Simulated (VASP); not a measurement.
# Zr3ZnN2 (P6/mmm) in VASP: single point with PBE

Aim: the single point of Zr3ZnN2 with PBE.

All numbers are computed with VASP 6.6.1; they aren't measurements. Logs are shortened: lines on timing, memory, paths and dates and some standing lists are left out, and cuts for length are marked.

### 1 The cell of the first run

The structure is hexagonal, space group P6/mmm (No. 191). Conventional cell: a = 4.373 Å, b = 4.373 Å, c = 5.415 Å, α = 90.00°, β = 90.00°, γ = 120.00°. Within 3.1 Å of Zr (site symmetry mmm) lie 2 Zn at 2.19 Å and 4 Zr at 2.19 Å and 4 N at 3.01 Å. Zn (site symmetry 6/mmm) has 2 N at 2.07 Å and 6 Zr at 2.19 Å within 2.7 Å. N (site symmetry 6mm) has 1 N at 1.27 Å within 1.7 Å.

The cell was built from a structure type or drawn by symmetry, and may not be a known phase.

### 2 Single point, PBE

Input file INCAR:

```
PREC = Accurate
ENCUT = 520
EDIFF = 1E-6
ISMEAR = 0
SIGMA = 0.1
LREAL = F
LASPH = T
NELM = 100
ALGO = Normal
ISIF = 2
LWAVE = F
LCHARG = F
GGA = PE
NBANDS = 38
```

Input file KPOINTS:

```
Automatic mesh
0
Gamma
  6 6 4
```

Input file POSCAR:

```
Zr3ZnN2
1.0
    4.3726508400      0.0000000000      0.0000000000
   -2.1863254200      3.7868267100      0.0000000000
    0.0000000000      0.0000000000      5.4146409900
Zr Zn N
3 1 2
Direct
    0.5000000000      0.0000000000      0.5000000000
    0.0000000000      0.5000000000      0.5000000000
    0.5000000000      0.5000000000      0.5000000000
    0.0000000000      0.0000000000      0.5000000000
    0.0000000000      0.0000000000      0.8830546900
    0.0000000000      0.0000000000      0.1169453100
```

Potentials or basis: VASP PAW PBE potentials, release 64 (Zr_sv, Zn, N).

Started as:

```sh
$ cat potpaw_PBE.64/Zr_sv/POTCAR potpaw_PBE.64/Zn/POTCAR potpaw_PBE.64/N/POTCAR > POTCAR
$ mpirun -np 1 vasp_std > vasp.out
```

OUTCAR:

```text
PREC = Accurate
   ENCUT = 520
   EDIFF = 1E-6
   ISMEAR = 0
   LREAL = F
   LASPH = T
   NELM = 100
   ISIF = 2
   GGA = PE

 ion  position               nearest neighbor table
   1  0.500  0.000  0.500-   4 2.19   4 2.19   2 2.19   3 2.19   3 2.19   2 2.19   2 3.79   2 3.79
                             3 3.79   3 3.79
   2  0.000  0.500  0.500-   3 2.19   3 2.19   4 2.19   4 2.19   1 2.19   1 2.19   1 3.79   1 3.79
                             3 3.79   3 3.79
   3  0.500  0.500  0.500-   2 2.19   2 2.19   4 2.19   1 2.19   1 2.19   4 2.19   1 3.79   1 3.79
                             2 3.79   2 3.79
   4  0.000  0.000  0.500-   5 2.07   6 2.07   1 2.19   1 2.19   3 2.19   2 2.19   2 2.19   3 2.19

   5  0.000  0.000  0.883-   6 1.27   4 2.07
   6  0.000  0.000  0.117-   5 1.27   4 2.07

  LATTYP: Found a hexagonal cell.
 ALAT       =     4.3726508400
 C/A-ratio  =     1.2382971310

  Lattice vectors:

 A1 = (   4.3726508400,   0.0000000000,   0.0000000000)
 A2 = (  -2.1863254200,   3.7868267100,   0.0000000000)
 A3 = (   0.0000000000,   0.0000000000,   5.4146409900)

Analysis of symmetry for initial positions (statically):
=====================================================================
 Subroutine PRICEL returns:
 Original cell was already a primitive cell.

 Routine SETGRP: Setting up the symmetry group for a
 hexagonal supercell.

 Subroutine GETGRP returns: Found 24 space group operations
 (whereof 24 operations were pure point group operations)
 out of a pool of 24 trial point group operations.

The static configuration has the point symmetry D_6h.

Analysis of symmetry for dynamics (positions and initial velocities):
=====================================================================
 Subroutine PRICEL returns:
 Original cell was already a primitive cell.

 Routine SETGRP: Setting up the symmetry group for a
 hexagonal supercell.

 Subroutine GETGRP returns: Found 24 space group operations
 (whereof 24 operations were pure point group operations)
 out of a pool of 24 trial point group operations.

The dynamic configuration has the point symmetry D_6h.

 Subroutine INISYM returns: Found 24 space group operations
 (whereof 24 operations are pure point group operations),
 and found     1 'primitive' translations

----------------------------------------------------------------------------------------

                                     Primitive cell

  volume of cell :      89.6582

  direct lattice vectors                    reciprocal lattice vectors
     4.372650840  0.000000000  0.000000000     0.228694226  0.132036673  0.000000000
    -2.186325420  3.786826710  0.000000000     0.000000000  0.264073346  0.000000000
     0.000000000  0.000000000  5.414640990     0.000000000  0.000000000  0.184684451

  length of vectors
     4.372650840  4.372650841  5.414640990     0.264073346  0.264073346  0.184684451

  position of ions in fractional coordinates (direct lattice)
     0.500000000  0.000000000  0.500000000
     0.000000000  0.500000000  0.500000000
     0.500000000  0.500000000  0.500000000
     0.000000000  0.000000000  0.500000000
     0.000000000  0.000000000  0.883054690
     0.000000000  0.000000000  0.116945310

  ion indices of the primitive-cell ions
   primitive index   ion index
                 1           1
                 2           2
                 3           3
                 4           4
                 5           5
                 6           6

----------------------------------------------------------------------------------------

 KPOINTS: Automatic mesh

Automatic generation of k-mesh.
 Grid dimensions read from file:
 generate k-points for:    6    6    4

 Generating k-lattice:

  Cartesian coordinates                     Fractional coordinates (reciprocal lattice)
     0.038115704  0.022006112  0.000000000     0.166666667 -0.000000000  0.000000000
     0.000000000  0.044012224  0.000000000     0.000000000  0.166666667  0.000000000
     0.000000000  0.000000000  0.046171113     0.000000000  0.000000000  0.250000000

  Length of vectors
     0.044012224  0.044012224  0.046171113

  Shift w.r.t. Gamma in fractional coordinates (k-lattice)
     0.000000000  0.000000000  0.000000000

 Subroutine IBZKPT returns following result:
 ===========================================

 Found     21 irreducible k-points:

 Following reciprocal coordinates:
            Coordinates               Weight
  0.000000  0.000000  0.000000      1.000000
  0.166667  0.000000  0.000000      6.000000
  0.333333  0.000000  0.000000      6.000000
  0.500000  0.000000  0.000000      3.000000
  0.166667  0.166667  0.000000      6.000000
  0.333333  0.166667  0.000000     12.000000
[... 13 lines left out ...]
  0.333333  0.166667  0.500000     12.000000
  0.333333  0.333333  0.500000      2.000000
   k-points           NKPTS =     21   k-points in BZ     NKDIM =     21   number of bands    NBANDS=     38
   number of dos      NEDOS =    301   number of ions     NIONS =      6
   total plane-waves  NPLWV =  51840
   dimension x,y,z NGX =    36 NGY =   36 NGZ =   40
   dimension x,y,z NGXF=    72 NGYF=   72 NGZF=   80
   ions per type =               3   1   2
   NGX,Y,Z   is equivalent  to a cutoff of  13.69, 13.69, 12.28 a.u.
   NGXF,Y,Z  is equivalent  to a cutoff of  27.37, 27.37, 24.56 a.u.
 SYSTEM =  unknown system
   PREC   = accura    normal or accurate (medium, high low for compatibility)
   ISTART =      0    job   : 0-new  1-cont  2-samecut
   ICHARG =      2    charge: 1-file 2-atom 10-const
   ISPIN  =      1    spin polarized calculation?
   LNONCOLLINEAR =      F non collinear calculations
   LSORBIT =      F    spin-orbit coupling
   LASPH  =      T    aspherical Exc in radial PAW
   ENCUT  =  520.0 eV  38.22 Ry    6.18 a.u.   8.13  8.13 10.07*2*pi/ulx,y,z
   NELM   =    100;   NELMIN=  2; NELMDL= -5     # of ELM steps
   EDIFF  = 0.1E-05   stopping-criterion for ELM
   LREAL  =      F    real-space projection
   EDIFFG = 0.1E-04   stopping-criterion for IOM
   NSW    =      0    number of steps for IOM
   IBRION =     -1    ionic relax: 0-MD 1-quasi-New 2-CG
   NFREE  =      0    steps in history (QN), initial steepest desc. (CG)
   ISIF   =      2    stress and relaxation
   ISYM   =      2    0-nonsym 1-usesym 2-fastsym
   POTIM  = 0.5000    time-step for ionic-motion
   TEBEG  =    0.0;   TEEND  =   0.0 temperature during run
   PSTRESS=    0.0 pullay stress
   NELECT =      58.0000    total number of electrons
   NUPDOWN=      -1.0000    fix difference up-down
   EMIN   =  10.00;   EMAX   =-10.00  energy-range for DOS
   EFERMI =   0.00;   METHOD = LEGACY
   ISMEAR =     0;   SIGMA  =   0.10  broadening in eV -4-tet -1-fermi 0-gaus
   EFERMI_NEDOS =   21; number of points for ismear=-14 and -15
   IALGO  =     38    algorithm
   IMIX   =      4    mixing-type and parameters
     AMIX     =   0.40;   BMIX     =  1.00
     AMIX_MAG =   1.60;   BMIX_MAG =  1.00
  volume/ion in A,a.u.               =      14.94       100.84
  Fermi-wavevector in a.u.,A,eV,Ry     =   1.415862  2.675591 27.275118  2.004665
  Thomas-Fermi vector in A             =   2.537256
   LORBIT       =      0    0 simple, 1 ext, 2 COOP (PROOUT), +10 PAW based schemes
   GGA     = PE    functional components
   LHFCALC =     F    Hartree Fock is set to
   AEXX    =    0.0000 exact exchange contribution
   IVDW    =     0    specifies the selected vdW correction
   LEPSILON=     F    determine dielectric tensor
   LRPA    =     F    only Hartree local field effects (RPA)
 non-spin polarized calculation
 Gauss-broadening in eV      SIGMA  =   0.10
  energy-cutoff  :      520.00
  volume of cell :       89.66
 maximum number of plane-waves:      2444
 NGX is ok and might be reduce to    36
   NGX = 17   NGY = 17   NGZ = 21

 number of electron      58.0000012 magnetization

 Free energy of the ion-electron system (eV)
  ---------------------------------------------------
  ext. energy  EPLUGINS =         0.00000000
  ---------------------------------------------------
  free energy    TOTEN  =       -15.83698573 eV

  energy without entropy =      -15.82686888  energy(sigma->0) =      -15.83192731

 E-fermi :   8.0325     XC(G=0): -10.7701

 val. band max:        8.0314022997   @ k =   0.3333   0.3333   0.2500
 cond. band min:       8.0514922338   @ k =   0.3333   0.1667   0.0000
 fundamental gap:      0.0200899341
 Fermi energy:         8.0324895399

 k-point     1 :       0.0000    0.0000    0.0000
  band No.  band energies     occupation
      1     -42.3841      2.00000
      2     -39.3751      2.00000
      3     -39.3751      2.00000
      4     -24.9979      2.00000
      5     -21.8266      2.00000
      6     -21.8266      2.00000
[... 30 lines left out ...]
     37      14.4907      0.00000
     38      14.5261      0.00000

 k-point     2 :       0.1667    0.0000    0.0000
  band No.  band energies     occupation
      1     -42.2445      2.00000
      2     -39.6172      2.00000
      3     -39.3826      2.00000
      4     -24.5269      2.00000
      5     -21.7868      2.00000
      6     -21.5038      2.00000
[... 30 lines left out ...]
     37      12.8947      0.00000
     38      14.4847      0.00000

 k-point     3 :       0.3333    0.0000    0.0000
  band No.  band energies     occupation
      1     -41.8665      2.00000
      2     -40.1901      2.00000
      3     -39.3976      2.00000
      4     -23.5584      2.00000
      5     -21.3359      2.00000
      6     -20.5778      2.00000
[... 30 lines left out ...]
     37      12.1682      0.00000
[... 658 lines left out ...]
 k-point    20 :       0.3333    0.1667    0.5000
  band No.  band energies     occupation
      1     -41.5456      2.00000
      2     -40.5922      2.00000
      3     -39.4182      2.00000
      4     -22.8381      2.00000
      5     -21.1560      2.00000
      6     -19.4801      2.00000
[... 30 lines left out ...]
     37      12.7511      0.00000
     38      13.4472      0.00000

 k-point    21 :       0.3333    0.3333    0.5000
  band No.  band energies     occupation
      1     -41.0858      2.00000
      2     -41.0858      2.00000
      3     -39.4353      2.00000
      4     -21.5684      2.00000
      5     -21.5684      2.00000
      6     -20.8274      2.00000
[... 30 lines left out ...]
     37      11.9403      0.00000
     38      12.1571      0.00000

------------------------ aborting loop because EDIFF is reached ----------------------------------------

  FORCE on cell =-STRESS in cart. coord.  units (eV):
  Direction    XX          YY          ZZ          XY          YZ          ZX
  --------------------------------------------------------------------------------------
  -------------------------------------------------------------------------------------
  Total       87.8576125     87.8576125      0.1309999      0.0000000      0.0000000      0.0000000
  in kB     1570.0015510   1570.0015515      2.3409478      0.0000000      0.0000000      0.0000000
  external PRESSURE =    1047.4480168 kB  Pullay stress =       0.0000000 kB

 VOLUME and BASIS-vectors are now :
 -----------------------------------------------------------------------------
  energy-cutoff  :      520.00
  volume of cell :       89.66
      direct lattice vectors                 reciprocal lattice vectors
     4.372650840  0.000000000  0.000000000     0.228694226  0.132036673  0.000000000
    -2.186325420  3.786826710  0.000000000     0.000000000  0.264073346  0.000000000
     0.000000000  0.000000000  5.414640990     0.000000000  0.000000000  0.184684451

 POSITION                                       TOTAL-FORCE (eV/Angst)
 -----------------------------------------------------------------------------------
      2.18633      0.00000      2.70732        -0.000000      0.000000      0.000000
     -1.09316      1.89341      2.70732        -0.000000      0.000000      0.000000
      1.09316      1.89341      2.70732        -0.000000      0.000000      0.000000
      0.00000      0.00000      2.70732        -0.000000      0.000000      0.000000
      0.00000      0.00000      4.78142         0.000000      0.000000      2.382240
      0.00000      0.00000      0.63322        -0.000000     -0.000000     -2.382240
 -----------------------------------------------------------------------------------
    total drift:                               -0.000000      0.000000      0.000000

  FREE ENERGIE OF THE ION-ELECTRON SYSTEM (eV)
  ---------------------------------------------------
  free  energy   TOTEN  =       -15.8369857319 eV

  energy  without entropy=      -15.8268688798  energy(sigma->0) =      -15.83192731
```

Wall time 72 s (1 thread of Intel Xeon Platinum 8259CL at 2.50GHz (Skylake/Cascade Lake), shared host); peak memory 0.25 GiB.

What came out:

```
Free energy            : -15.8370 eV
Pressure               : 104.7 GPa
Largest force          : 2.382 eV/Å
Band gap on the k mesh : zero (bands 29 and 30 overlap by 1.10 eV)
```

Forces on the atoms (eV/Å):
```
Zr   0.000  0.000  0.000
Zr   0.000  0.000  0.000
Zr   0.000  0.000  0.000
Zn   0.000  0.000  0.000
N    0.000  0.000  2.382
N    0.000  0.000 -2.382
```

Caveat: the cell stands under pressure; forces of over 1 eV/Å act on the atoms, so gaps and moduli don't describe the material at rest.
